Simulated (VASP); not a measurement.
# ZrC (Fm-3m) in VASP: further runs

Runs on ZrC. Level: LDA. Tasks: vibrations by perturbation theory.

Program: VASP 6.6.1. These are calculated values, not measurements. Logs are shortened: lines on timing, memory, paths and dates and some standing lists are left out, and cuts for length are marked.

**1. The cell of the first run**

The structure is cubic, space group Fm-3m (No. 225). The conventional cell has a = 4.595 Å, b = 4.595 Å, c = 4.595 Å, α = 90.00°, β = 90.00°, γ = 90.00°. Within 3.0 Å of Zr (site symmetry m-3m) lie 6 C at 2.30 Å. C (site symmetry m-3m) has 6 Zr at 2.30 Å within 3.0 Å.

**2. Vibrations by perturbation theory, LDA (12.13 Å³/atom)**

INCAR

```
PREC     = Accurate       # precision mode
ENCUT    = 520            # plane-wave cutoff, eV
EDIFF    = 1E-8           # SCF threshold, eV
ISMEAR   = -1             # smearing method
SIGMA    = 0.1            # smearing width, eV
LREAL    = F              # projectors in reciprocal space
LASPH    = T              # aspherical terms in the spheres
NELM     = 80             # most SCF steps
ALGO     = Normal         # electronic algorithm
ISIF     = 2              # what is computed and relaxed
LWAVE    = F              # write WAVECAR
LCHARG   = F              # write CHGCAR
NBANDS   = 15             # bands
IBRION   = 8              # ionic algorithm
NSW      = 1              # ionic steps
```

KPOINTS

```
Automatic mesh
0
Gamma
  12 12 12
```

POSCAR

```
ZrC
1.0
    0.0000000000      2.2974524419      2.2974524419
    2.2974524419      0.0000000000      2.2974524419
    2.2974524419      2.2974524419      0.0000000000
Zr C
1 1
Direct
    0.5000000000      0.5000000000      0.5000000000
    0.0000000000      0.0000000000      0.0000000000
```

Potentials or basis: VASP PAW LDA potentials, release 64 (Zr_sv, C).

The run is started by

```bash
$ cat potpaw_LDA.64/Zr_sv/POTCAR potpaw_LDA.64/C/POTCAR > POTCAR
$ mpirun -np 1 vasp_std > vasp.out
```

OUTCAR:

```text
PREC = Accurate
   ENCUT = 520
   EDIFF = 1E-8
   ISMEAR = -1
   LREAL = F
   LASPH = T
   NELM = 80
   ISIF = 2
   IBRION = 8
   NSW = 1

 ion  position               nearest neighbor table
   1  0.500  0.500  0.500-   2 2.30   2 2.30   2 2.30   2 2.30   2 2.30   2 2.30
   2  0.000  0.000  0.000-   1 2.30   1 2.30   1 2.30   1 2.30   1 2.30   1 2.30

  LATTYP: Found a face centered cubic cell.
 ALAT       =     4.5949048838

  Lattice vectors:

 A1 = (   0.0000000000,   2.2974524419,   2.2974524419)
 A2 = (   2.2974524419,   0.0000000000,   2.2974524419)
 A3 = (   2.2974524419,   2.2974524419,   0.0000000000)

Analysis of symmetry for initial positions (statically):
=====================================================================
 Subroutine PRICEL returns:
 Original cell was already a primitive cell.

 Routine SETGRP: Setting up the symmetry group for a
 face centered cubic supercell.

 Subroutine GETGRP returns: Found 48 space group operations
 (whereof 48 operations were pure point group operations)
 out of a pool of 48 trial point group operations.

The static configuration has the point symmetry O_h .

Analysis of symmetry for dynamics (positions and initial velocities):
=====================================================================
 Subroutine PRICEL returns:
 Original cell was already a primitive cell.

 Routine SETGRP: Setting up the symmetry group for a
 face centered cubic supercell.

 Subroutine GETGRP returns: Found 48 space group operations
 (whereof 48 operations were pure point group operations)
 out of a pool of 48 trial point group operations.

The dynamic configuration has the point symmetry O_h .

 Subroutine INISYM returns: Found 48 space group operations
 (whereof 48 operations are pure point group operations),
 and found     1 'primitive' translations

----------------------------------------------------------------------------------------

                                     Primitive cell

[... 589 lines left out ...]

 VOLUME and BASIS-vectors are now :
 -----------------------------------------------------------------------------
  energy-cutoff  :      520.00
  volume of cell :       24.25
      direct lattice vectors                 reciprocal lattice vectors
     0.000000000  2.297452442  2.297452442    -0.217632361  0.217632361  0.217632361
     2.297452442  0.000000000  2.297452442     0.217632361 -0.217632361  0.217632361
     2.297452442  2.297452442  0.000000000     0.217632361  0.217632361 -0.217632361

 POSITION                                       TOTAL-FORCE (eV/Angst)
 -----------------------------------------------------------------------------------
      2.29745      2.29745      2.29745        -0.000000     -0.000000     -0.000000
      0.00000      0.00000      0.00000         0.000000      0.000000      0.000000
 -----------------------------------------------------------------------------------
    total drift:                                0.000000     -0.000000      0.000000

  FREE ENERGIE OF THE ION-ELECTRON SYSTEM (eV)
  ---------------------------------------------------
  free  energy   TOTEN  =       -21.2603409746 eV

  energy  without entropy=      -21.2494971216  energy(sigma->0) =      -21.25491905

[... ionic steps 2 to 3 ...]

--------------------------------------- Ionic step        4  -------------------------------------------

------------------------ aborting loop because EDIFF is reached ----------------------------------------

[... ionic steps 5 to 6 ...]

--------------------------------------- Ionic step        7  -------------------------------------------

 Free energy of the ion-electron system (eV)
  ---------------------------------------------------
  ---------------------------------------------------
  free energy    TOTEN  =        -0.11920671 eV

  energy without entropy =       -0.11920671

------------------------ aborting loop because EDIFF is reached ----------------------------------------

 INTERNAL STRAIN TENSOR  FOR ION    2  DIRECTION 1   (eV/Angst):
 -----------------------------------------------------------------------------
     0.01579  0.00000  0.00000
     0.00000 -0.01133  0.00000
     0.00000  0.00000 -0.01133

 INTERNAL STRAIN TENSOR FOR ION    2 for displacements in x,y,z  (eV/Angst):
          X           Y           Z          XY          YZ          ZX
  --------------------------------------------------------------------------------
  x     0.00000     0.00000     0.00000     0.00000     0.00000     0.00000
  y     0.00000     0.00000     0.00000     0.00000     0.00000     0.00000
  z     0.00000     0.00000     0.00000     0.00000     0.00000     0.00000

 SECOND DERIVATIVES (NOT SYMMETRIZED)
 ------------------------------------
               1X          1Y          1Z          2X          2Y          2Z
  1X    -8.746555    0.000000    0.000000    8.746555    0.000000    0.000000
  1Y     0.000000   -8.746555    0.000000    0.000000    8.746555    0.000000
  1Z     0.000000    0.000000   -8.746555    0.000000    0.000000    8.746555
  2X     8.742520    0.000000    0.000000   -8.742520    0.000000    0.000000
  2Y     0.000000    8.742520    0.000000    0.000000   -8.742520    0.000000
  2Z     0.000000    0.000000    8.742520    0.000000    0.000000   -8.742520

 Eigenvectors and eigenvalues of the dynamical matrix
 ----------------------------------------------------

   1 f  =   14.188943 THz    89.151758 2PiTHz  473.292191 cm-1    58.680726 meV
             X         Y         Z           dx          dy          dz
      2.297452  2.297452  2.297452     0.333297    0.072848   -0.000000
      0.000000  0.000000  0.000000    -0.918324   -0.200717    0.000000
[... 21 lines left out ...]
   6 f/i=    0.001050 THz     0.006596 2PiTHz    0.035019 cm-1     0.004342 meV
             X         Y         Z           dx          dy          dz
      2.297452  2.297452  2.297452    -0.039599    0.849590    0.400293
      0.000000  0.000000  0.000000    -0.014372    0.308351    0.145283

--------------------------------------------------------------------------------------------------------

 ELASTIC MODULI CONTR FROM IONIC RELAXATION (kBar)
 Direction    XX          YY          ZZ          XY          YZ          ZX
 --------------------------------------------------------------------------------
 XX           0.0000      0.0000      0.0000      0.0000      0.0000      0.0000
 YY           0.0000      0.0000      0.0000      0.0000      0.0000      0.0000
 ZZ           0.0000      0.0000      0.0000      0.0000      0.0000      0.0000
 XY           0.0000      0.0000      0.0000      0.0000      0.0000      0.0000
 YZ           0.0000      0.0000      0.0000      0.0000      0.0000      0.0000
 ZX           0.0000      0.0000      0.0000      0.0000      0.0000      0.0000
 --------------------------------------------------------------------------------
```

OSZICAR:

```text
N       E                     dE             d eps       ncg     rms          rms(c)
DAV:   1     0.100539548902E+03    0.10054E+03   -0.87270E+03  2160   0.109E+03
DAV:   2    -0.187026778201E+02   -0.11924E+03   -0.11126E+03  2720   0.292E+02
DAV:   3    -0.244827106357E+02   -0.57800E+01   -0.57411E+01  3349   0.555E+01
DAV:   4    -0.246532631387E+02   -0.17055E+00   -0.17047E+00  2734   0.664E+00
[... 59 lines left out ...]
RMM:   9    -0.119206705105E+00    0.49811E-06   -0.16017E-06 10666   0.747E-04    0.366E-05
RMM:  10    -0.119206739515E+00   -0.34411E-07   -0.20588E-06 11091   0.335E-04    0.160E-05
RMM:  11    -0.119206715147E+00    0.24369E-07   -0.37667E-07 11229   0.154E-04    0.557E-06
RMM:  12    -0.119206713803E+00    0.13435E-08   -0.40998E-07 11247   0.753E-05    0.527E-06
RMM:  13    -0.119206708409E+00    0.53937E-08   -0.67236E-08 10961   0.401E-05    0.346E-06
 Linear response finished
```

It took 2.6 min on 1 thread of AMD EPYC 9R45 (Zen 5), shared host; peak memory 0.23 GiB.

What came out:

| Quantity | Value |
| --- | --- |
| Highest phonon frequency at Γ | 473 cm⁻¹ |

Phonon frequencies in cm⁻¹ (negative: imaginary):
```csv
q point,frequencies
"(0.000, 0.000, 0.000)",0 0 0 473 473 473
```

Caveat: the cell stands under pressure or tension, which shifts response properties.

**3. Vibrations by perturbation theory, LDA**

This run uses another cell than the first one, of 12.50 Å³/atom.

INCAR

```
SYSTEM = ZrC
  PREC = Accurate
  ENCUT = 520
  EDIFF = 1E-8
  ISMEAR = -1
  SIGMA = 0.1
  LREAL = .FALSE.
  LASPH = .TRUE.
  NELM = 100
  ALGO = Normal
  ISIF = 2
  LWAVE = .FALSE.
  LCHARG = .FALSE.
  NBANDS = 15
  IBRION = 8
  NSW = 1
```

KPOINTS

```
Automatic mesh
0
G
  12 12 12
  0 0 0
```

POSCAR

```
ZrC
1.0
    0.0000000000      2.3208974534      2.3208974534
    2.3208974534      0.0000000000      2.3208974534
    2.3208974534      2.3208974534      0.0000000000
Zr C
1 1
Direct
    0.5000000000      0.5000000000      0.5000000000
    0.0000000000      0.0000000000      0.0000000000
```

Potentials or basis: VASP PAW LDA potentials, release 64 (Zr_sv, C).

The run is started by

```bash
$ cat potpaw_LDA.64/Zr_sv/POTCAR potpaw_LDA.64/C/POTCAR > POTCAR
$ mpirun -np 1 vasp_std > vasp.out
```

OUTCAR:

```text
SYSTEM = ZrC
   PREC = Accurate
   ENCUT = 520
   EDIFF = 1E-8
   ISMEAR = -1
   LREAL = .FALSE.
   LASPH = .TRUE.
   NELM = 100
   ISIF = 2
   IBRION = 8
   NSW = 1

 ion  position               nearest neighbor table
   1  0.500  0.500  0.500-   2 2.32   2 2.32   2 2.32   2 2.32   2 2.32   2 2.32
   2  0.000  0.000  0.000-   1 2.32   1 2.32   1 2.32   1 2.32   1 2.32   1 2.32

  LATTYP: Found a face centered cubic cell.
 ALAT       =     4.6417949068

  Lattice vectors:

 A1 = (   0.0000000000,   2.3208974534,   2.3208974534)
 A2 = (   2.3208974534,   0.0000000000,   2.3208974534)
 A3 = (   2.3208974534,   2.3208974534,   0.0000000000)

Analysis of symmetry for initial positions (statically):
=====================================================================
 Subroutine PRICEL returns:
 Original cell was already a primitive cell.

 Routine SETGRP: Setting up the symmetry group for a
 face centered cubic supercell.
[... 659 lines left out ...]

 INTERNAL STRAIN TENSOR  FOR ION    2  DIRECTION 1   (eV/Angst):
 -----------------------------------------------------------------------------
     0.01203  0.00000 -0.00000
    -0.00000 -0.00934 -0.00000
     0.00000 -0.00000 -0.00934

 INTERNAL STRAIN TENSOR FOR ION    2 for displacements in x,y,z  (eV/Angst):
          X           Y           Z          XY          YZ          ZX
  --------------------------------------------------------------------------------
  x     0.00000     0.00000     0.00000     0.00000     0.00000     0.00000
  y     0.00000     0.00000     0.00000     0.00000     0.00000     0.00000
  z     0.00000     0.00000     0.00000     0.00000     0.00000     0.00000

 SECOND DERIVATIVES (NOT SYMMETRIZED)
 ------------------------------------
               1X          1Y          1Z          2X          2Y          2Z
  1X    -7.765441    0.000000    0.000000    7.765441    0.000000    0.000000
  1Y     0.000000   -7.765441    0.000000    0.000000    7.765441    0.000000
  1Z     0.000000    0.000000   -7.765441    0.000000    0.000000    7.765441
  2X     7.764916    0.000000    0.000000   -7.764916    0.000000    0.000000
  2Y     0.000000    7.764916    0.000000    0.000000   -7.764916    0.000000
  2Z     0.000000    0.000000    7.764916    0.000000    0.000000   -7.764916

 Eigenvectors and eigenvalues of the dynamical matrix
 ----------------------------------------------------

   1 f  =   13.371809 THz    84.017553 2PiTHz  446.035532 cm-1    55.301333 meV
             X         Y         Z           dx          dy          dz
      2.320897  2.320897  2.320897    -0.317858    0.123771    0.000000
      0.000000  0.000000  0.000000     0.875959   -0.341091   -0.000000
[... 21 lines left out ...]
   6 f/i=    0.000145 THz     0.000911 2PiTHz    0.004838 cm-1     0.000600 meV
             X         Y         Z           dx          dy          dz
      2.320897  2.320897  2.320897    -0.048742   -0.517602    0.783173
      0.000000  0.000000  0.000000    -0.017687   -0.187822    0.284189

--------------------------------------------------------------------------------------------------------

 ELASTIC MODULI CONTR FROM IONIC RELAXATION (kBar)
 Direction    XX          YY          ZZ          XY          YZ          ZX
 --------------------------------------------------------------------------------
 XX           0.0000      0.0000      0.0000      0.0000      0.0000      0.0000
 YY           0.0000      0.0000      0.0000      0.0000      0.0000      0.0000
 ZZ           0.0000      0.0000      0.0000      0.0000      0.0000      0.0000
 XY           0.0000      0.0000      0.0000      0.0000      0.0000      0.0000
 YZ           0.0000      0.0000      0.0000      0.0000      0.0000      0.0000
 ZX           0.0000      0.0000      0.0000      0.0000      0.0000      0.0000
 --------------------------------------------------------------------------------
```

Wall time 2.4 min (1 thread of AMD EPYC 9R45 (Zen 5), shared host); peak memory 0.23 GiB.

What came out:

| Item | Value |
| --- | --- |
| Highest phonon frequency at Γ | 446 cm⁻¹ |

Phonon frequencies in cm⁻¹ (negative: imaginary):
```
              q point        frequencies
(0.000, 0.000, 0.000)  0 0 0 446 446 446
```
